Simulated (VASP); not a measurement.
# Ag (Fd-3m) in VASP: further runs

The runs below take Ag through single point, relaxation of cell and atoms, with RPBE.

All numbers are computed with VASP 6.6.1; they aren't measurements. Logs are shortened: lines on timing, memory, paths and dates and some standing lists are left out, and cuts for length are marked.

## 1. The cell of the first run

Symmetry: Fd-3m, No. 227, cubic system. The conventional cell has a = 6.291 Å, b = 6.291 Å, c = 6.291 Å, α = 90.00°, β = 90.00°, γ = 90.00°. Ag (site symmetry -43m) has 4 Ag at 2.72 Å within 3.6 Å.

## 2. Single point, RPBE (volume scaled by 0.96)

INCAR

```
SYSTEM = Ag
ALGO = Normal ; EDIFF = 1E-6
ENCUT = 520 ; GGA = RP
ISIF = 2 ; ISMEAR = -1
LASPH = .TRUE. ; LCHARG = .TRUE.
LELF = .TRUE. ; LREAL = .FALSE.
LVHAR = .TRUE. ; LWAVE = .FALSE.
NBANDS = 18 ; NELM = 80
PREC = Accurate ; SIGMA = 0.1
```

KPOINTS

```
k-points
0
G
  10 10 10
  0 0 0
```

POSCAR

```
Ag
1.0
    0.0000000000      3.1453458385      3.1453458385
    3.1453458385      0.0000000000      3.1453458385
    3.1453458385      3.1453458385      0.0000000000
Ag
2
Direct
    0.1250000000      0.1250000000      0.1250000000
    0.8750000000      0.8750000000      0.8750000000
```

Potentials or basis: VASP PAW PBE potentials, release 64 (Ag).

Command:

```sh
cat potpaw_PBE.64/Ag/POTCAR > POTCAR
mpirun -np 1 vasp_std > vasp.out
```

OUTCAR:

```text
SYSTEM = Ag
   EDIFF = 1E-6
   ENCUT = 520
   GGA = RP
   ISIF = 2
   ISMEAR = -1
   LASPH = .TRUE.
   LREAL = .FALSE.
   NELM = 80
   PREC = Accurate

 ion  position               nearest neighbor table
   1  0.125  0.125  0.125-   2 2.72   2 2.72   2 2.72   2 2.72
   2  0.875  0.875  0.875-   1 2.72   1 2.72   1 2.72   1 2.72

  LATTYP: Found a face centered cubic cell.
 ALAT       =     6.2906916770

  Lattice vectors:

 A1 = (   0.0000000000,   3.1453458385,   3.1453458385)
 A2 = (   3.1453458385,   0.0000000000,   3.1453458385)
 A3 = (   3.1453458385,   3.1453458385,   0.0000000000)

Analysis of symmetry for initial positions (statically):
=====================================================================
 Subroutine PRICEL returns:
 Original cell was already a primitive cell.

 Routine SETGRP: Setting up the symmetry group for a
 face centered cubic supercell.

 Subroutine GETGRP returns: Found 48 space group operations
 (whereof 12 operations were pure point group operations)
 out of a pool of 48 trial point group operations.

The static configuration has the point symmetry D_3d.
 The point group associated with its full space group is O_h .

Analysis of symmetry for dynamics (positions and initial velocities):
=====================================================================
 Subroutine PRICEL returns:
 Original cell was already a primitive cell.

 Routine SETGRP: Setting up the symmetry group for a
 face centered cubic supercell.

 Subroutine GETGRP returns: Found 48 space group operations
 (whereof 12 operations were pure point group operations)
 out of a pool of 48 trial point group operations.

The dynamic configuration has the point symmetry D_3d.
 The point group associated with its full space group is O_h .

 Subroutine INISYM returns: Found 48 space group operations
 (whereof 12 operations are pure point group operations),
 and found     1 'primitive' translations

----------------------------------------------------------------------------------------

                                     Primitive cell

  volume of cell :      62.2351

  direct lattice vectors                    reciprocal lattice vectors
     0.000000000  3.145345838  3.145345838    -0.158965031  0.158965031  0.158965031
     3.145345838  0.000000000  3.145345838     0.158965031 -0.158965031  0.158965031
     3.145345838  3.145345838  0.000000000     0.158965031  0.158965031 -0.158965031

  length of vectors
     4.448190743  4.448190743  4.448190743     0.275335511  0.275335511  0.275335511
[... 74 lines left out ...]
   ICHARG =      2    charge: 1-file 2-atom 10-const
   ISPIN  =      1    spin polarized calculation?
   LNONCOLLINEAR =      F non collinear calculations
   LSORBIT =      F    spin-orbit coupling
   LASPH  =      T    aspherical Exc in radial PAW
   ENCUT  =  520.0 eV  38.22 Ry    6.18 a.u.   8.27  8.27  8.27*2*pi/ulx,y,z
   NELM   =     80;   NELMIN=  2; NELMDL= -5     # of ELM steps
   EDIFF  = 0.1E-05   stopping-criterion for ELM
   LREAL  =      F    real-space projection
   EDIFFG = 0.1E-04   stopping-criterion for IOM
   NSW    =      0    number of steps for IOM
   IBRION =     -1    ionic relax: 0-MD 1-quasi-New 2-CG
   NFREE  =      0    steps in history (QN), initial steepest desc. (CG)
   ISIF   =      2    stress and relaxation
   ISYM   =      2    0-nonsym 1-usesym 2-fastsym
   POTIM  = 0.5000    time-step for ionic-motion
   TEBEG  =    0.0;   TEEND  =   0.0 temperature during run
   PSTRESS=    0.0 pullay stress
   NELECT =      22.0000    total number of electrons
   NUPDOWN=      -1.0000    fix difference up-down
   EMIN   =  10.00;   EMAX   =-10.00  energy-range for DOS
   EFERMI =   0.00;   METHOD = LEGACY
   ISMEAR =    -1;   SIGMA  =   0.10  broadening in eV -4-tet -1-fermi 0-gaus
   EFERMI_NEDOS =   21; number of points for ismear=-14 and -15
   IALGO  =     38    algorithm
   IMIX   =      4    mixing-type and parameters
     AMIX     =   0.40;   BMIX     =  1.00
     AMIX_MAG =   1.60;   BMIX_MAG =  1.00
  volume/ion in A,a.u.               =      31.12       209.99
  Fermi-wavevector in a.u.,A,eV,Ry     =   1.157544  2.187440 18.230541  1.339907
  Thomas-Fermi vector in A             =   2.294154
   LORBIT       =      0    0 simple, 1 ext, 2 COOP (PROOUT), +10 PAW based schemes
   GGA     = RP    functional components
   LHFCALC =     F    Hartree Fock is set to
   AEXX    =    0.0000 exact exchange contribution
   IVDW    =     0    specifies the selected vdW correction
   LEPSILON=     F    determine dielectric tensor
   LRPA    =     F    only Hartree local field effects (RPA)
 non-spin polarized calculation
  energy-cutoff  :      520.00
  volume of cell :       62.24
 maximum number of plane-waves:      1695
 NGX is ok and might be reduce to    36
   NGX = 17   NGY = 17   NGZ = 17

 number of electron      22.0000004 magnetization

 Free energy of the ion-electron system (eV)
  ---------------------------------------------------
  ext. energy  EPLUGINS =         0.00000000
  ---------------------------------------------------
  free energy    TOTEN  =        -3.09863790 eV

  energy without entropy =       -3.07977580  energy(sigma->0) =       -3.08920685

 E-fermi :   2.6012     XC(G=0):  -8.4406

 val. band max:        2.5505638748   @ k =  -0.4000   0.2000   0.1000
 cond. band min:       2.6899698833   @ k =   0.5000   0.5000   0.0000
 fundamental gap:      0.1394060085
 Fermi energy:         2.6011837917

 k-point     1 :       0.0000    0.0000    0.0000
  band No.  band energies     occupation
      1      -1.8752      2.00000
      2      -1.8237      2.00000
      3      -1.8237      2.00000
      4      -1.8237      2.00000
      5      -1.8206      2.00000
      6      -1.8206      2.00000
[... 481 lines left out ...]
      5      -1.3761      2.00000
      6      -1.1643      2.00000
[... 10 lines left out ...]
     17      15.9819      0.00000
     18      16.1242      0.00000

 [... further k-points ...]
[... 5 lines left out ...]
  --------------------------------------------------------------------------------------
  -------------------------------------------------------------------------------------
  Total        0.3825672      0.3825672      0.3825672      0.0000000      0.0000000      0.0000000
  in kB        9.8487963      9.8487963      9.8487963      0.0000000      0.0000000      0.0000000
  external PRESSURE =       9.8487963 kB  Pullay stress =       0.0000000 kB

 VOLUME and BASIS-vectors are now :
 -----------------------------------------------------------------------------
  energy-cutoff  :      520.00
  volume of cell :       62.24
      direct lattice vectors                 reciprocal lattice vectors
     0.000000000  3.145345838  3.145345838    -0.158965031  0.158965031  0.158965031
     3.145345838  0.000000000  3.145345838     0.158965031 -0.158965031  0.158965031
     3.145345838  3.145345838  0.000000000     0.158965031  0.158965031 -0.158965031

 POSITION                                       TOTAL-FORCE (eV/Angst)
 -----------------------------------------------------------------------------------
      0.78634      0.78634      0.78634        -0.000000      0.000000      0.000000
      5.50436      5.50436      5.50436         0.000000     -0.000000     -0.000000
 -----------------------------------------------------------------------------------
    total drift:                                0.000000      0.000000      0.000000

  FREE ENERGIE OF THE ION-ELECTRON SYSTEM (eV)
  ---------------------------------------------------
  free  energy   TOTEN  =        -3.0986378990 eV

  energy  without entropy=       -3.0797757990  energy(sigma->0) =       -3.08920685
```

Wall time 48 s (1 thread of Intel Xeon 6975P-C, shared host); peak memory 0.22 GiB.

Results:

| Property | Result |
| --- | --- |
| Free energy | -3.0986 eV |
| Pressure | 1.0 GPa |
| Band gap on the k mesh | zero (band 11 reaches 2.95 eV, above the bottom of band 12 at 2.16 eV) |

Caveat: the cell differs from its parent crystal (volume scaled by 0.96); the PAW data sets were made with another functional, which shifts forces and pressure a little.

## 3. Single point, RPBE

This run uses another cell than the first one, of 32.41 Å³/atom, 1.042 times its volume.

INCAR

```
ALGO = Normal ; EDIFF = 1E-6
ENCUT = 520 ; GGA = RP
ISIF = 2 ; ISMEAR = -1
LASPH = True ; LCHARG = True
LELF = True ; LREAL = False
LVHAR = True ; LWAVE = False
NBANDS = 18 ; NELM = 80
PREC = Accurate ; SIGMA = 0.1
```

KPOINTS

```
k-points
0
Gamma
  10 10 10
```

POSCAR

```
Ag
1.0
    0.0000000000      3.1884381226      3.1884381226
    3.1884381226      0.0000000000      3.1884381226
    3.1884381226      3.1884381226      0.0000000000
Ag
2
Direct
    0.1250000000      0.1250000000      0.1250000000
    0.8750000000      0.8750000000      0.8750000000
```

Potentials or basis: VASP PAW PBE potentials, release 64 (Ag).

Command:

```sh
cat potpaw_PBE.64/Ag/POTCAR > POTCAR
mpirun -np 1 vasp_std > vasp.out
```

It took 48 s on 1 thread of Intel Xeon 6975P-C, shared host; peak memory 0.22 GiB.

It converged, with:

```yaml
Free_energy: -3.1070 eV
Pressure: 0.0 GPa
Band_gap_on_the_k_mesh: zero (band 11 reaches 2.64 eV, above the bottom of band 12 at 1.97 eV)
```

Levels at points of the mesh, in eV from the Fermi level:
```csv
k point,band 7,band 8,band 9,band 10,band 11,band 12,band 13,band 14,band 15,band 16
"(0.00, 0.00, 0.00)",-3.22,-3.22,-3.22,-2.77,-2.77,7.96,7.96,7.96,8.76,8.76
"(0.50, 0.00, 0.00)",-3.15,-3.15,-2.79,-2.79,-1.01,-0.36,5.82,5.82,8.32,9.11
"(0.50, 0.50, 0.00)",-3.44,-3.44,-2.70,-2.70,0.06,0.06,3.44,3.44,6.69,6.69
```

Caveat: the PAW data sets were made with another functional, which shifts forces and pressure a little.

## 4. Single point, RPBE

This run uses another cell than the first one, of 32.41 Å³/atom, 1.042 times its volume.

INCAR

```
SYSTEM = Ag
ALGO = Normal
EDIFF = 1E-6
ENCUT = 520
GGA = RP
ISIF = 2
ISMEAR = -1
LASPH = .TRUE.
LCHARG = .FALSE.
LREAL = .FALSE.
LWAVE = .FALSE.
NBANDS = 18
NELM = 100
PREC = Accurate
SIGMA = 0.1
```

KPOINTS

```
k-points
0
G
  10 10 10
  0 0 0
```

POSCAR is that of step 3.

Command:

```sh
cat potpaw_PBE.64/Ag/POTCAR > POTCAR
mpirun -np 1 vasp_std > vasp.out
```

Run time: 46 s. Hardware: 1 thread of Intel Xeon 6975P-C, shared host; peak memory 0.22 GiB.

The run converged. Its results:

- Free energy: -3.1070 eV
- Pressure: 0.0 GPa
- Band gap on the k mesh: zero (band 11 reaches 2.64 eV, above the bottom of band 12 at 1.97 eV)

Levels at points of the mesh, in eV from the Fermi level:
| k point | band 9 | band 10 | band 11 | band 12 | band 13 | band 14 |
| --- | --- | --- | --- | --- | --- | --- |
| (0.00, 0.00, 0.00) | -3.22 | -2.77 | -2.77 | 7.96 | 7.96 | 7.96 |
| (0.50, 0.00, 0.00) | -2.79 | -2.79 | -1.01 | -0.36 | 5.82 | 5.82 |
| (0.50, 0.50, 0.00) | -2.70 | -2.70 | 0.06 | 0.06 | 3.44 | 3.44 |

Caveat: the PAW data sets were made with another functional, which shifts forces and pressure a little.

## 5. Single point, RPBE (volume scaled by 1.04)

INCAR

```
ALGO = Normal
EDIFF = 1E-6
ENCUT = 520
GGA = RP
ISIF = 2
ISMEAR = -1
LASPH = True
LCHARG = True
LELF = True
LREAL = False
LVHAR = True
LWAVE = False
NBANDS = 18
NELM = 100
PREC = Accurate
SIGMA = 0.1
```

KPOINTS

```
k-points
0
Gamma
  10 10 10
```

POSCAR

```
Ag
1.0
    0.0000000000      3.2303960674      3.2303960674
    3.2303960674      0.0000000000      3.2303960674
    3.2303960674      3.2303960674      0.0000000000
Ag
2
Direct
    0.1250000000      0.1250000000      0.1250000000
    0.8750000000      0.8750000000      0.8750000000
```

Potentials or basis: VASP PAW PBE potentials, release 64 (Ag).

Command:

```sh
cat potpaw_PBE.64/Ag/POTCAR > POTCAR
mpirun -np 1 vasp_std > vasp.out
```

OUTCAR:

```text
EDIFF = 1E-6
   ENCUT = 520
   GGA = RP
   ISIF = 2
   ISMEAR = -1
   LASPH = True
   LREAL = False
   NELM = 100
   PREC = Accurate

 ion  position               nearest neighbor table
   1  0.125  0.125  0.125-   2 2.80   2 2.80   2 2.80   2 2.80
   2  0.875  0.875  0.875-   1 2.80   1 2.80   1 2.80   1 2.80

  LATTYP: Found a face centered cubic cell.
 ALAT       =     6.4607921348

  Lattice vectors:

 A1 = (   0.0000000000,   3.2303960674,   3.2303960674)
 A2 = (   3.2303960674,   0.0000000000,   3.2303960674)
 A3 = (   3.2303960674,   3.2303960674,   0.0000000000)

Analysis of symmetry for initial positions (statically):
=====================================================================
 Subroutine PRICEL returns:
 Original cell was already a primitive cell.

 Routine SETGRP: Setting up the symmetry group for a
 face centered cubic supercell.

 Subroutine GETGRP returns: Found 48 space group operations
 (whereof 12 operations were pure point group operations)
 out of a pool of 48 trial point group operations.

[... 155 lines left out ...]

 Free energy of the ion-electron system (eV)
  ---------------------------------------------------
  ext. energy  EPLUGINS =         0.00000000
  ---------------------------------------------------
  free energy    TOTEN  =        -3.10141972 eV

  energy without entropy =       -3.08233760  energy(sigma->0) =       -3.09187866

 E-fermi :   2.0908     XC(G=0):  -8.0414

 val. band max:        2.0895096614   @ k =  -0.4000   0.4000   0.0000
 cond. band min:       2.0998382908   @ k =   0.5000   0.1000   0.0000
 fundamental gap:      0.0103286294
 Fermi energy:         2.0908076107

 k-point     1 :       0.0000    0.0000    0.0000
  band No.  band energies     occupation
      1      -2.1593      2.00000
      2      -2.1593      2.00000
      3      -2.1593      2.00000
      4      -2.1482      2.00000
      5      -2.1482      2.00000
      6      -2.0892      2.00000
[... 481 lines left out ...]
      5      -1.7604      2.00000
      6      -1.5761      2.00000
[... 10 lines left out ...]
     17      14.7391      0.00000
     18      14.9496      0.00000

 [... further k-points ...]
[... 5 lines left out ...]
  --------------------------------------------------------------------------------------
  -------------------------------------------------------------------------------------
  Total       -0.3152737     -0.3152737     -0.3152737      0.0000000     -0.0000000      0.0000000
  in kB       -7.4920549     -7.4920549     -7.4920549      0.0000000     -0.0000000      0.0000000
  external PRESSURE =      -7.4920549 kB  Pullay stress =       0.0000000 kB

 VOLUME and BASIS-vectors are now :
 -----------------------------------------------------------------------------
  energy-cutoff  :      520.00
  volume of cell :       67.42
      direct lattice vectors                 reciprocal lattice vectors
     0.000000000  3.230396067  3.230396067    -0.154779782  0.154779782  0.154779782
     3.230396067  0.000000000  3.230396067     0.154779782 -0.154779782  0.154779782
     3.230396067  3.230396067  0.000000000     0.154779782  0.154779782 -0.154779782

 POSITION                                       TOTAL-FORCE (eV/Angst)
 -----------------------------------------------------------------------------------
      0.80760      0.80760      0.80760        -0.000000      0.000000      0.000000
      5.65319      5.65319      5.65319         0.000000     -0.000000     -0.000000
 -----------------------------------------------------------------------------------
    total drift:                                0.000000      0.000000      0.000000

  FREE ENERGIE OF THE ION-ELECTRON SYSTEM (eV)
  ---------------------------------------------------
  free  energy   TOTEN  =        -3.1014197161 eV

  energy  without entropy=       -3.0823376025  energy(sigma->0) =       -3.09187866
```

stdout:

```text
POSCAR found type information on POSCAR Ag
 POSCAR found :  1 types and       2 ions
 scaLAPACK will be used
 -----------------------------------------------------------------------------
|                                                                             |
|                                                                             |
|     You enforced a specific xc type in the INCAR file but a different       |
|     I HOPE YOU KNOW WHAT YOU ARE DOING!                                     |
|                                                                             |
 -----------------------------------------------------------------------------

 LDA part: xc-table for (Slater+PW92), standard interpolation
 POSCAR, INCAR and KPOINTS ok, starting setup
 FFT: planning ... GRIDC
 FFT: planning ... GRID_SOFT
 FFT: planning ... GRID
 WAVECAR not read
 entering main loop
```

It took 51 s on 1 thread of Intel Xeon 6975P-C, shared host; peak memory 0.22 GiB.

Results:

```
Free energy            : -3.1014 eV
Pressure               : -0.7 GPa
Band gap on the k mesh : zero (band 11 reaches 2.35 eV, above the bottom of band 12 at 1.80 eV)
```

Caveat: the cell differs from its parent crystal (volume scaled by 1.04); the PAW data sets were made with another functional, which shifts forces and pressure a little.

## 6. Single point, RPBE (volume scaled by 1.12)

INCAR

```
ALGO = Normal
EDIFF = 1E-6
ENCUT = 520
GGA = RP
ISIF = 2
ISMEAR = -1
LASPH = T
LCHARG = T
LELF = T
LREAL = F
LVHAR = T
LWAVE = F
NBANDS = 18
NELM = 60
PREC = Accurate
SIGMA = 0.1
```

KPOINTS is that of step 5.

POSCAR

```
Ag
1.0
    0.0000000000      3.3111892292      3.3111892292
    3.3111892292      0.0000000000      3.3111892292
    3.3111892292      3.3111892292      0.0000000000
Ag
2
Direct
    0.1250000000      0.1250000000      0.1250000000
    0.8750000000      0.8750000000      0.8750000000
```

Potentials or basis: VASP PAW PBE potentials, release 64 (Ag).

Command:

```sh
cat potpaw_PBE.64/Ag/POTCAR > POTCAR
mpirun -np 1 vasp_std > vasp.out
```

It took 51 s on 1 thread of Intel Xeon 6975P-C, shared host; peak memory 0.23 GiB.

Results (log left out):

```yaml
Free_energy: -3.0606 eV
Pressure: -1.8 GPa
Band_gap_on_the_k_mesh: zero (band 11 reaches 1.84 eV, above the bottom of band 12 at 1.49 eV)
```

Levels at points of the mesh, in eV from the Fermi level:
| k point | band 7 | band 8 | band 9 | band 10 | band 11 | band 12 | band 13 | band 14 | band 15 | band 16 |
| --- | --- | --- | --- | --- | --- | --- | --- | --- | --- | --- |
| (0.00, 0.00, 0.00) | -3.18 | -3.18 | -3.18 | -2.83 | -2.83 | 7.29 | 7.29 | 7.29 | 8.16 | 8.16 |
| (0.50, 0.00, 0.00) | -3.13 | -3.13 | -2.84 | -2.84 | -1.10 | -0.17 | 5.41 | 5.41 | 7.43 | 8.85 |
| (0.50, 0.50, 0.00) | -3.35 | -3.35 | -2.76 | -2.76 | -0.02 | -0.02 | 3.33 | 3.33 | 6.28 | 6.28 |

Caveat: the cell differs from its parent crystal (volume scaled by 1.12); the PAW data sets were made with another functional, which shifts forces and pressure a little.

[end of part 1 of 2]
